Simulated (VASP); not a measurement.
Input of a VASP 6.6.1 run:

Contents of INCAR:

```
ALGO     = Normal         # electronic algorithm
EDIFF    = 1E-6           # SCF threshold, eV
ENCUT    = 520            # plane-wave cutoff, eV
GGA      = PS             # functional
ISIF     = 2              # what is computed and relaxed
ISMEAR   = -1             # smearing method
LASPH    = T              # aspherical terms in the spheres
LCHARG   = F              # write CHGCAR
LREAL    = F              # projectors in reciprocal space
LWAVE    = F              # write WAVECAR
NBANDS   = 16             # bands
NELM     = 100            # most SCF steps
PREC     = Accurate       # precision mode
SIGMA    = 0.05           # smearing width, eV
```

File KPOINTS:

```
k-points
0
Gamma
  8 8 7
```

The input POSCAR:

```
NbTe
1.0
    3.6298762466      0.0000000000      0.0000000000
   -1.8149381233      3.1435650422      0.0000000000
    0.0000000000      0.0000000000      3.6739123344
Te Nb
1 1
Direct
    0.6666666667      0.3333333333      0.0000000000
    0.0000000000      0.0000000000      0.5000000000
```

Potentials or basis: VASP PAW PBE potentials, release 64 (Te, Nb_sv).

Command:

```sh
$ cat potpaw_PBE.64/Te/POTCAR potpaw_PBE.64/Nb_sv/POTCAR > POTCAR
$ mpirun -np 1 vasp_std > vasp.out
```

(1) Estimate the pressure.

## Answers

(1) -0.1 GPa.

Caveat: the PAW data sets were made with another functional, which shifts forces and pressure a little.
